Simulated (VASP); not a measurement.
# Rh (P6_3/mmc) in VASP: further runs, part 2 of 2

VASP 6.6.1.

## 5. Single point, PBE

This run uses another cell than the first one, of 14.59 Å³/atom, 0.981 times its volume.

Input file INCAR:

```
SYSTEM = Rh
PREC = Accurate ; ENCUT = 520
EDIFF = 1E-6 ; ISMEAR = -1
SIGMA = 0.05 ; LREAL = .FALSE.
LASPH = .TRUE. ; NELM = 80
ALGO = Normal ; ISIF = 2
LWAVE = .FALSE. ; LCHARG = .TRUE.
GGA = PE ; LELF = .TRUE.
LVHAR = .TRUE. ; NBANDS = 22
```

Input file KPOINTS:

```
regular mesh
0
G
  11 11 6
  0 0 0
```

Input file POSCAR:

```
Rh
1.0
    2.7490655232      0.0000000000      0.0000000000
   -1.3745327616      2.3807605798      0.0000000000
    0.0000000000      0.0000000000      4.4578175964
Rh
2
Direct
    0.3333333333      0.6666666667      0.2500000000
    0.6666666667      0.3333333333      0.7500000000
```

Potentials or basis: VASP PAW PBE potentials, release 64 (Rh_pv).

Run with:

```
$ cat potpaw_PBE.64/Rh_pv/POTCAR > POTCAR
$ mpirun -np 1 vasp_std > vasp.out
```

OUTCAR:

```text
SYSTEM = Rh
   PREC = Accurate
   ENCUT = 520
   EDIFF = 1E-6
   ISMEAR = -1
   LREAL = .FALSE.
   LASPH = .TRUE.
   NELM = 80
   ISIF = 2
   GGA = PE

 ion  position               nearest neighbor table
   1  0.333  0.667  0.250-   2 2.74   2 2.74   2 2.74   2 2.74   2 2.74   2 2.74
   2  0.667  0.333  0.750-   1 2.74   1 2.74   1 2.74   1 2.74   1 2.74   1 2.74

  LATTYP: Found a hexagonal cell.
 ALAT       =     2.7490655232
 C/A-ratio  =     1.6215756077

  Lattice vectors:

 A1 = (   2.7490655232,   0.0000000000,   0.0000000000)
 A2 = (  -1.3745327616,   2.3807605798,   0.0000000000)
 A3 = (   0.0000000000,   0.0000000000,   4.4578175964)

Analysis of symmetry for initial positions (statically):
=====================================================================
 Subroutine PRICEL returns:
 Original cell was already a primitive cell.

 Routine SETGRP: Setting up the symmetry group for a
 hexagonal supercell.

 Subroutine GETGRP returns: Found 24 space group operations
 (whereof 12 operations were pure point group operations)
 out of a pool of 24 trial point group operations.

The static configuration has the point symmetry D_3d.
 The point group associated with its full space group is D_6h.

Analysis of symmetry for dynamics (positions and initial velocities):
=====================================================================
 Subroutine PRICEL returns:
 Original cell was already a primitive cell.

 Routine SETGRP: Setting up the symmetry group for a
 hexagonal supercell.

 Subroutine GETGRP returns: Found 24 space group operations
 (whereof 12 operations were pure point group operations)
 out of a pool of 24 trial point group operations.

[... 105 lines left out ...]
   IBRION =     -1    ionic relax: 0-MD 1-quasi-New 2-CG
   NFREE  =      0    steps in history (QN), initial steepest desc. (CG)
   ISIF   =      2    stress and relaxation
   ISYM   =      2    0-nonsym 1-usesym 2-fastsym
   POTIM  = 0.5000    time-step for ionic-motion
   TEBEG  =    0.0;   TEEND  =   0.0 temperature during run
   PSTRESS=    0.0 pullay stress
   NELECT =      30.0000    total number of electrons
   NUPDOWN=      -1.0000    fix difference up-down
   EMIN   =  10.00;   EMAX   =-10.00  energy-range for DOS
   EFERMI =   0.00;   METHOD = LEGACY
   ISMEAR =    -1;   SIGMA  =   0.05  broadening in eV -4-tet -1-fermi 0-gaus
   EFERMI_NEDOS =   21; number of points for ismear=-14 and -15
   IALGO  =     38    algorithm
   IMIX   =      4    mixing-type and parameters
     AMIX     =   0.40;   BMIX     =  1.00
     AMIX_MAG =   1.60;   BMIX_MAG =  1.00
  volume/ion in A,a.u.               =      14.59        98.44
  Fermi-wavevector in a.u.,A,eV,Ry     =   1.652371  3.122528 37.148391  2.730330
  Thomas-Fermi vector in A             =   2.740991
   LORBIT       =      0    0 simple, 1 ext, 2 COOP (PROOUT), +10 PAW based schemes
   GGA     = PE    functional components
   LHFCALC =     F    Hartree Fock is set to
   AEXX    =    0.0000 exact exchange contribution
   IVDW    =     0    specifies the selected vdW correction
   LEPSILON=     F    determine dielectric tensor
   LRPA    =     F    only Hartree local field effects (RPA)
 non-spin polarized calculation
  energy-cutoff  :      520.00
  volume of cell :       29.18
 maximum number of plane-waves:       795
   NGX = 11   NGY = 11   NGZ = 17

 number of electron      30.0000003 magnetization

 Free energy of the ion-electron system (eV)
  ---------------------------------------------------
  ext. energy  EPLUGINS =         0.00000000
  ---------------------------------------------------
  free energy    TOTEN  =       -14.42555174 eV

  energy without entropy =      -14.39440012  energy(sigma->0) =      -14.40997593

 E-fermi :  10.9229     XC(G=0): -13.6513

 val. band max:       10.9227397674   @ k =   0.0909   0.0909   0.3333
 cond. band min:      10.9255459160   @ k =   0.1818   0.0000   0.3333
 fundamental gap:      0.0028061486
 Fermi energy:        10.9228687006

 k-point     1 :       0.0000    0.0000    0.0000
  band No.  band energies     occupation
      1     -36.0247      2.00000
      2     -35.4932      2.00000
      3     -35.4932      2.00000
      4     -35.4190      2.00000
      5     -35.4063      2.00000
      6     -35.4063      2.00000
[... 589 lines left out ...]
     21      26.6015      0.00000
     22      28.0874      0.00000

 [... further k-points ...]
[... 5 lines left out ...]
  --------------------------------------------------------------------------------------
  -------------------------------------------------------------------------------------
  Total       -1.3543386     -1.3543386     -1.5944705      0.0000000      0.0000000      0.0000000
  in kB      -74.3728998    -74.3728998    -87.5596370      0.0000000      0.0000000      0.0000000
  external PRESSURE =     -78.7684789 kB  Pullay stress =       0.0000000 kB

 VOLUME and BASIS-vectors are now :
 -----------------------------------------------------------------------------
  energy-cutoff  :      520.00
  volume of cell :       29.18
      direct lattice vectors                 reciprocal lattice vectors
     2.749065523  0.000000000  0.000000000     0.363759973  0.210016918  0.000000000
    -1.374532762  2.380760580  0.000000000     0.000000000  0.420033836  0.000000000
     0.000000000  0.000000000  4.457817596     0.000000000  0.000000000  0.224325015

 POSITION                                       TOTAL-FORCE (eV/Angst)
 -----------------------------------------------------------------------------------
     -0.00000      1.58717      1.11445         0.000000      0.000000      0.000000
      1.37453      0.79359      3.34336        -0.000000     -0.000000      0.000000
 -----------------------------------------------------------------------------------
    total drift:                               -0.000000      0.000000     -0.000000

  FREE ENERGIE OF THE ION-ELECTRON SYSTEM (eV)
  ---------------------------------------------------
  free  energy   TOTEN  =       -14.4255517371 eV

  energy  without entropy=      -14.3944001161  energy(sigma->0) =      -14.40997593
```

OSZICAR:

```text
N       E                     dE             d eps       ncg     rms          rms(c)
DAV:   1     0.326551233542E+03    0.32655E+03   -0.19100E+04  2816   0.157E+03
DAV:   2    -0.821290251192E+01   -0.33476E+03   -0.32316E+03  2942   0.469E+02
DAV:   3    -0.153528283274E+02   -0.71399E+01   -0.70899E+01  3296   0.768E+01
DAV:   4    -0.154011282867E+02   -0.48300E-01   -0.48295E-01  3150   0.641E+00
DAV:   5    -0.154019017403E+02   -0.77345E-03   -0.77345E-03  3350   0.840E-01    0.125E+01
DAV:   6    -0.144562497858E+02    0.94565E+00   -0.22959E+00  3074   0.160E+01    0.418E+00
DAV:   7    -0.144311282228E+02    0.25122E-01   -0.37877E-02  3188   0.166E+00    0.203E+00
DAV:   8    -0.144258523614E+02    0.52759E-02   -0.69175E-03  2948   0.935E-01    0.301E-01
DAV:   9    -0.144255452249E+02    0.30714E-03   -0.25348E-04  3308   0.185E-01    0.181E-02
DAV:  10    -0.144255521218E+02   -0.68969E-05   -0.76873E-06  3140   0.287E-02    0.393E-03
DAV:  11    -0.144255517371E+02    0.38475E-06   -0.51624E-07  1930   0.721E-03
   1 F= -.14425552E+02 E0= -.14409976E+02  d E =-.311516E-01
```

stdout:

```text
POSCAR found type information on POSCAR Rh
 POSCAR found :  1 types and       2 ions
 scaLAPACK will be used
 LDA part: xc-table for (Slater+PW92), standard interpolation
 POSCAR, INCAR and KPOINTS ok, starting setup
 FFT: planning ... GRIDC
 FFT: planning ... GRID_SOFT
 FFT: planning ... GRID
 WAVECAR not read
 entering main loop
```

It took 14 s on 1 thread of Intel Xeon 6975P-C (Granite Rapids), shared host; peak memory 0.15 GiB.

Results:

```
Free energy            : -14.4256 eV
Pressure               : -7.9 GPa
Band gap on the k mesh : zero (band 15 reaches 11.48 eV, above the bottom of band 16 at 9.35 eV)
```

Levels at points of the mesh, in eV from the Fermi level:
| k point | band 12 | band 13 | band 14 | band 15 | band 16 | band 17 | band 18 | band 19 |
| --- | --- | --- | --- | --- | --- | --- | --- | --- |
| (0.00, 0.00, 0.00) | -2.28 | -2.28 | -1.72 | -1.72 | 0.13 | 0.13 | 0.79 | 8.04 |
| (0.00, 0.00, 0.50) | -2.85 | -2.85 | -2.85 | -0.39 | -0.39 | -0.39 | -0.39 | 14.54 |

## 6. The runs side by side

| level | potentials or basis | cell | gap on the mesh (eV) | pressure (GPa) |
| --- | --- | --- | --- | --- |
| LDA | VASP PAW LDA potentials, release 64 (Rh_pv) | a = 2.767, b = 2.767, c = 4.487 Å, angles 90.0, 90.0, 120.0°, 2 atoms | none | -26.1 |
| LDA | VASP PAW LDA potentials, release 64 (Rh_pv) | a = 2.785, b = 2.785, c = 4.515 Å, angles 90.0, 90.0, 120.0°, 2 atoms | none | -29.1 |
| LDA | VASP PAW LDA potentials, release 64 (Rh_pv) | a = 2.731, b = 2.731, c = 4.428 Å, angles 90.0, 90.0, 120.0°, 2 atoms | none | -18.7 |
| PBE | VASP PAW PBE potentials, release 64 (Rh_pv) | a = 2.749, b = 2.749, c = 4.458 Å, angles 90.0, 90.0, 120.0°, 2 atoms | none | -7.9 |

Alike in all rows: task single point; no spin polarisation; k mesh 11 × 11 × 6; cutoff (eV) 520; smearing fermi-dirac 0.05 eV.

Total energies depend on the potentials used, so only differences within one code and one set of settings carry meaning.
